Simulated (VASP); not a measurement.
# NbP (I4_1md) in VASP: notebook, part 2 of 2

VASP 6.6.1.

## 3. Single point, PBEsol

This run uses another cell than the first one, of 14.31 Å³/atom.

The input, INCAR:

```
PREC     = Accurate       # precision mode
ENCUT    = 520            # plane-wave cutoff, eV
EDIFF    = 1E-6           # SCF threshold, eV
ISMEAR   = -1             # smearing method
SIGMA    = 0.05           # smearing width, eV
LREAL    = False          # projectors in reciprocal space
LASPH    = True           # aspherical terms in the spheres
NELM     = 100            # most SCF steps
ALGO     = Normal         # electronic algorithm
ISIF     = 2              # what is computed and relaxed
LWAVE    = False          # write WAVECAR
LCHARG   = False          # write CHGCAR
GGA      = PS             # functional
NBANDS   = 26             # bands
```

The input, KPOINTS:

```
regular mesh
0
Gamma
  11 11 11
```

The input, POSCAR:

```
NbP
1.0
   -1.6235774026      1.6235774026      5.4275822496
    1.6235774026     -1.6235774026      5.4275822496
    1.6235774026      1.6235774026     -5.4275822496
Nb P
2 2
Direct
    0.2508723163      0.7508723163      0.5000000000
    0.5008723163      0.5008723163      0.0000000000
    0.8317562537      0.3317562537      0.5000000000
    0.0817562537      0.0817562537      0.0000000000
```

Potentials or basis: VASP PAW PBE potentials, release 64 (Nb_sv, P).

The run is started by

```bash
$ cat potpaw_PBE.64/Nb_sv/POTCAR potpaw_PBE.64/P/POTCAR > POTCAR
$ mpirun -np 1 vasp_std > vasp.out
```

Wall time 4.1 min (1 thread of Intel Xeon 6975P-C (Granite Rapids), shared host); peak memory 0.41 GiB.

It converged, with:

```yaml
Free_energy: -37.5515 eV
Pressure: 19.7 GPa
Largest_force: 0.003 eV/Å
Band_gap_on_the_k_mesh: zero (bands 18 and 19 overlap by 0.02 eV)
```

Forces in eV/Å, atoms in the order of the input:
```
Nb   0.000  0.000 -0.003
Nb   0.000  0.000 -0.003
P    0.000  0.000  0.003
P    0.000  0.000  0.003
```

Levels at points of the mesh, in eV from the Fermi level:
```
           k point  band 15  band 16  band 17  band 18  band 19  band 20  band 21  band 22
(0.00, 0.00, 0.00)    -2.42    -1.85    -1.41    -1.41     0.79     1.82     3.16     3.56
```

Caveat: the cell stands under pressure; the PAW data sets were made with another functional, which shifts forces and pressure a little.

## 4. Single point, PBEsol

This run uses another cell than the first one, of 14.87 Å³/atom.

The input, INCAR:

```
SYSTEM = NbP
ALGO     = Normal         ! electronic algorithm
EDIFF    = 1E-7           ! SCF threshold, eV
ENCUT    = 520            ! plane-wave cutoff, eV
GGA      = PS             ! functional
ISIF     = 2              ! what is computed and relaxed
ISMEAR   = -1             ! smearing method
LASPH    = .True.         ! aspherical terms in the spheres
LCHARG   = .True.         ! write CHGCAR
LELF     = .True.         ! ELF
LREAL    = .False.        ! projectors in reciprocal space
LVHAR    = .True.       
LWAVE    = .False.        ! write WAVECAR
NBANDS   = 26             ! bands
NELM     = 80             ! most SCF steps
PREC     = Accurate       ! precision mode
SIGMA    = 0.05           ! smearing width, eV
```

The input, KPOINTS:

```
k-points
0
Gamma
  11 11 11
  0 0 0
```

The input, POSCAR:

```
NbP
1.0
   -1.6400092925      1.6400092925      5.5286472955
    1.6400092925     -1.6400092925      5.5286472955
    1.6400092925      1.6400092925     -5.5286472955
Nb P
2 2
Direct
    0.2505172730      0.7505172730      0.5000000000
    0.5005172730      0.5005172730      0.0000000000
    0.8321112970      0.3321112970      0.5000000000
    0.0821112970      0.0821112970      0.0000000000
```

Potentials or basis: VASP PAW PBE potentials, release 64 (Nb_sv, P).

The run is started by

```bash
$ cat potpaw_PBE.64/Nb_sv/POTCAR potpaw_PBE.64/P/POTCAR > POTCAR
$ mpirun -np 1 vasp_std > vasp.out
```

OUTCAR:

```text
SYSTEM = NbP
   EDIFF = 1E-7
   ENCUT = 520
   GGA = PS
   ISIF = 2
   ISMEAR = -1
   LASPH = .True.
   LREAL = .False.
   NELM = 80
   PREC = Accurate

 ion  position               nearest neighbor table
   1  0.251  0.751  0.500-   4 2.48   4 2.48   3 2.49   3 2.49   3 2.49   3 2.49
   2  0.501  0.501  0.000-   3 2.48   3 2.48   4 2.49   4 2.49   4 2.49   4 2.49
   3  0.832  0.332  0.500-   2 2.48   2 2.48   1 2.49   1 2.49   1 2.49   1 2.49
   4  0.082  0.082  0.000-   1 2.48   1 2.48   2 2.49   2 2.49   2 2.49   2 2.49

  LATTYP: Found a body centered tetragonal cell.
 ALAT       =     3.2800185850
 C/A-ratio  =     3.3711072985

  Lattice vectors:

 A1 = (  -1.6400092925,   1.6400092925,   5.5286472955)
 A2 = (   1.6400092925,  -1.6400092925,   5.5286472955)
 A3 = (   1.6400092925,   1.6400092925,  -5.5286472955)

Analysis of symmetry for initial positions (statically):
=====================================================================
 Subroutine PRICEL returns:
 Original cell was already a primitive cell.

 Routine SETGRP: Setting up the symmetry group for a
 body centered tetragonal supercell.

 Subroutine GETGRP returns: Found  8 space group operations
[... 173 lines left out ...]
 val. band max:       11.5306243811   @ k =  -0.3636   0.4545   0.3636
 cond. band min:      11.5598694123   @ k =  -0.1818   0.2727   0.1818
 fundamental gap:      0.0292450312
 Fermi energy:        11.5409340382

 k-point     1 :       0.0000    0.0000    0.0000
  band No.  band energies     occupation
      1     -43.0645      2.00000
      2     -43.0056      2.00000
      3     -19.4858      2.00000
      4     -19.1889      2.00000
      5     -19.1889      2.00000
      6     -19.0186      2.00000
[... 685 lines left out ...]
     25      16.1876      0.00000
     26      17.5297      0.00000

 [... further k-points ...]

------------------------ aborting loop because EDIFF is reached ----------------------------------------

  FORCE on cell =-STRESS in cart. coord.  units (eV):
  Direction    XX          YY          ZZ          XY          YZ          ZX
  --------------------------------------------------------------------------------------
  -------------------------------------------------------------------------------------
  Total        3.6090889      3.6090889      3.6138451      0.0000000      0.0000000      0.0000000
  in kB       97.2157591     97.2157591     97.3438735      0.0000000      0.0000000      0.0000000
  external PRESSURE =      97.2584639 kB  Pullay stress =       0.0000000 kB

 VOLUME and BASIS-vectors are now :
 -----------------------------------------------------------------------------
  energy-cutoff  :      520.00
  volume of cell :       59.48
      direct lattice vectors                 reciprocal lattice vectors
    -1.640009293  1.640009293  5.528647295     0.000000000  0.304876321  0.090438035
     1.640009293 -1.640009293  5.528647295     0.304876321  0.000000000  0.090438035
     1.640009293  1.640009293 -5.528647295     0.304876321  0.304876321  0.000000000

 POSITION                                       TOTAL-FORCE (eV/Angst)
 -----------------------------------------------------------------------------------
      1.64001     -0.00000      2.77004         0.000000     -0.000000     -0.001944
      0.00000      0.00000      5.53437        -0.000000      0.000000     -0.001944
      0.00000      1.64001      3.67225        -0.000000     -0.000000      0.001944
      0.00000      0.00000      0.90793         0.000000      0.000000      0.001944
 -----------------------------------------------------------------------------------
    total drift:                               -0.000000     -0.000000     -0.000072

  FREE ENERGIE OF THE ION-ELECTRON SYSTEM (eV)
  ---------------------------------------------------
  free  energy   TOTEN  =       -37.7575474313 eV

  energy  without entropy=      -37.7524109660  energy(sigma->0) =      -37.75497920
```

stdout:

```text
POSCAR found type information on POSCAR NbP
 POSCAR found :  2 types and       4 ions
 scaLAPACK will be used
 -----------------------------------------------------------------------------
|                                                                             |
|                                                                             |
|     You enforced a specific xc type in the INCAR file but a different       |
|     I HOPE YOU KNOW WHAT YOU ARE DOING!                                     |
|                                                                             |
 -----------------------------------------------------------------------------

 LDA part: xc-table for (Slater+PW92), standard interpolation
 POSCAR, INCAR and KPOINTS ok, starting setup
 FFT: planning ... GRIDC
 FFT: planning ... GRID_SOFT
 FFT: planning ... GRID
 WAVECAR not read
 entering main loop
```

Wall time 5.4 min (1 thread of Intel Xeon 6975P-C (Granite Rapids), shared host); peak memory 0.41 GiB.

What came out:

```yaml
Free_energy: -37.7575 eV
Pressure: 9.7 GPa
Band_gap_on_the_k_mesh: 0.03 eV (least direct gap 0.05 eV)
```

Levels at points of the mesh, in eV from the valence-band top:
| k point | band 16 | band 17 | band 18 | band 19 | band 20 | band 21 |
| --- | --- | --- | --- | --- | --- | --- |
| (0.00, 0.00, 0.00) | -1.80 | -1.38 | -1.38 | 0.83 | 1.76 | 3.00 |

Caveat: the cell stands under pressure; the PAW data sets were made with another functional, which shifts forces and pressure a little; an odd mesh through Γ misses points on the zone boundary, where band edges can lie.

## 5. Single point, PBEsol

This run uses another cell than the first one, of 15.20 Å³/atom.

The input, INCAR:

```
PREC = Accurate
ENCUT = 520
EDIFF = 1E-6
ISMEAR = -1
SIGMA = 0.05
LREAL = F
LASPH = T
NELM = 100
ALGO = Normal
ISIF = 2
LWAVE = F
LCHARG = F
GGA = PS
NBANDS = 26
```

The input, KPOINTS:

```
Automatic mesh
0
Gamma
  11 11 11
```

The input, POSCAR:

```
NbP
1.0
   -1.6495367211      1.6495367211      5.5845616969
    1.6495367211     -1.6495367211      5.5845616969
    1.6495367211      1.6495367211     -5.5845616969
Nb P
2 2
Direct
    0.2503426243      0.7503426243      0.5000000000
    0.5003426243      0.5003426243      0.0000000000
    0.8322859457      0.3322859457      0.5000000000
    0.0822859457      0.0822859457      0.0000000000
```

The run is started by

```bash
$ cat potpaw_PBE.64/Nb_sv/POTCAR potpaw_PBE.64/P/POTCAR > POTCAR
$ mpirun -np 1 vasp_std > vasp.out
```

Run time: 3.7 min. Hardware: 1 thread of Intel Xeon 6975P-C (Granite Rapids), shared host; peak memory 0.42 GiB.

It converged, with:

```yaml
Free_energy: -37.8168 eV
Pressure: 4.7 GPa
Band_gap_on_the_k_mesh: 0.05 eV (least direct gap 0.10 eV)
```

Levels at points of the mesh, in eV from the valence-band top:
```csv
k point,band 15,band 16,band 17,band 18,band 19,band 20,band 21,band 22
"(0.00, 0.00, 0.00)",-2.28,-1.77,-1.37,-1.37,0.84,1.72,2.91,3.36
```

Caveat: the cell stands under pressure; the PAW data sets were made with another functional, which shifts forces and pressure a little; an odd mesh through Γ misses points on the zone boundary, where band edges can lie.

## 6. Overview

```csv
cell,gap on the mesh (eV),pressure (GPa)
"a = 5.803 Å, angles 147.8, 147.8, 46.2°, 4 atoms, atomic positions A",none,29.7
"a = 5.893 Å, angles 148.0, 148.0, 45.9°, 4 atoms, atomic positions A",none,19.7
"a = 5.995 Å, angles 148.2, 148.2, 45.5°, 4 atoms, atomic positions B",0.03,9.7
"a = 6.052 Å, angles 148.4, 148.4, 45.3°, 4 atoms, atomic positions B",0.05,4.7
```

Alike in all rows: task single point; level PBEsol; potentials or basis VASP PAW PBE potentials, release 64 (Nb_sv, P); no spin polarisation; k mesh 11 × 11 × 11; cutoff (eV) 520; smearing fermi-dirac 0.05 eV.

Caveats: the cell stands under pressure; the PAW data sets were made with another functional, which shifts forces and pressure a little; an odd mesh through Γ misses points on the zone boundary, where band edges can lie (at least some runs).

Absolute energies hang on the potentials; compare differences alone.
